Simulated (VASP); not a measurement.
A run of VASP 6.6.1:

File INCAR:

```
SYSTEM = LiH
  PREC = Accurate
  ENCUT = 520
  EDIFF = 1E-6
  ISMEAR = 0
  SIGMA = 0.01
  LREAL = .FALSE.
  LASPH = .TRUE.
  NELM = 80
  ALGO = Normal
  ISIF = 2
  LWAVE = .FALSE.
  LCHARG = .FALSE.
  GGA = B5
  ALDAX = 1.0
  AGGAX = 1.0
  AGGAC = 1.0
  ALDAC = 0.0
  NBANDS = 9
```

KPOINTS

```
regular mesh
0
G
  11 11 11
  0 0 0
```

File POSCAR:

```
LiH
1.0
    0.0000000000      2.0367500000      2.0367500000
    2.0367500000      0.0000000000      2.0367500000
    2.0367500000      2.0367500000      0.0000000000
Li H
1 1
Direct
    0.0000000000      0.0000000000      0.0000000000
    0.5000000000      0.5000000000      0.5000000000
```

Potentials or basis: VASP PAW PBE potentials, release 64 (Li_sv, H).

The run is started by

```bash
$ cat potpaw_PBE.64/Li_sv/POTCAR potpaw_PBE.64/H/POTCAR > POTCAR
$ mpirun -np 1 vasp_std > vasp.out
```

Hardware: 1 thread of Intel(R) Xeon(R) Platinum 8488C (Sapphire Rapids) (shared host).

Question: How long does it take, and how much memory?

Answer: Wall time 12 s on 1 thread of Intel(R) Xeon(R) Platinum 8488C (Sapphire Rapids) (shared host), peak memory 0.13 GiB. Counts: scf iterations 12, k points 56.
